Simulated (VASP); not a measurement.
Input of a VASP 6.6.1 run:

Contents of POSCAR:

```
CdTe
1.0
    0.0000000000      3.3652500000      3.1248750000
    3.3652500000      0.0000000000      3.1248750000
    3.3652500000      3.3652500000      0.0000000000
Cd Te
1 1
Direct
    0.0000000000      0.0000000000      0.0000000000
    0.7500000000      0.7500000000      0.7500000000
```

Contents of INCAR.step1:

```
PREC = Accurate
ENCUT = 520
ISMEAR = 0
SIGMA = 0.05
LREAL = False
LASPH = True
NELM = 80
NBANDS = 16
GGA = PE
ALGO = Normal
EDIFF = 1E-4
LWAVE = True
LCHARG = False
```

The input INCAR.step2:

```
PREC = Accurate
ENCUT = 520
EDIFF = 1E-6
ISMEAR = 0
SIGMA = 0.05
LREAL = False
LASPH = True
NELM = 80
ALGO = Normal
ISIF = 2
LWAVE = False
LCHARG = True
METAGGA = R2SCAN
LMIXTAU = True
LELF = True
LVHAR = True
NBANDS = 16
ISTART = 1
```

KPOINTS

```
regular mesh
0
Gamma
  8 8 8
```

Potentials or basis: VASP PAW PBE potentials, release 64 (Cd, Te).

Command:

```sh
$ cat potpaw_PBE.64/Cd/POTCAR potpaw_PBE.64/Te/POTCAR > POTCAR
$ cp INCAR.step1 INCAR
$ mpirun -np 1 vasp_std > vasp.out
$ cp INCAR.step2 INCAR
$ mpirun -np 1 vasp_std > vasp.out
```

Q: What does it give for the band gap on the k mesh?

A: 0.99 eV, direct.

Q: Estimate the pressure.

A: -0.1 GPa.

Stress tensor (GPa, compression positive):
```
-0.49  0.00  0.00
 0.00 -0.49  0.00
 0.00  0.00  0.58
```

Caveat: the cell differs from its parent crystal (strain +0.050 along x and y, -0.025 along z); the PAW data sets were made with another functional, which shifts forces and pressure a little; spin-orbit coupling is left out, which moves the levels of the heavy elements.
